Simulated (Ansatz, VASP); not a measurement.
One calculation of AlN, two programs

```xyz
4
Lattice="3.0516 0.0000 0.0000 -1.5258 2.6428 0.0000 0.0000 0.0000 4.8915" Properties=species:S:1:pos:R:3 pbc="T T T"
Al   -0.0286    1.7619    0.0085
Al    1.5544    0.8809    2.4542
N     0.0253    1.7619    1.8748
N     1.5006    0.8809    4.3205
```

Change from the starting cell: mode 4 frozen in at -0.029 Å, equal normal strain along x, y and z -0.0250.

Alike in both runs: task single point; functional PBE; k mesh 9 × 9 × 6; occupations gaussian, width 0.05 eV; no spin polarisation.

```csv
,VASP,Ansatz
version,VASP 6.6.1,Ansatz 0.2.0
potentials or method,"VASP PAW PBE potentials, release 64 (Al, N), cutoff 520 eV","scalar-relativistic, plane waves, PAW"
valence electrons in the cell,16,16
```

Ansatz gave:

```
gap on the k mesh at the Fermi level (eV)                     : 4.70
least direct gap on the mesh (eV)                             : 4.70
pressure (GPa)                                                : 17.0
traceless stress, the component that is largest in VASP (GPa) : -0.72
rms of the force components (eV/Å)                            : 0.073
```

Task: What did VASP give for the same quantities?

Result: gap on the k mesh at the Fermi level (eV): 4.71; least direct gap on the mesh (eV): 4.71; pressure (GPa): 16.9; traceless stress, the component that is largest in VASP (GPa): -0.69; rms of the force components (eV/Å): 0.074.

Atom by atom the forces differ by 0.000 eV/Å (rms over components). The functional is the same, so the differences come from potentials, cutoffs and numerics.
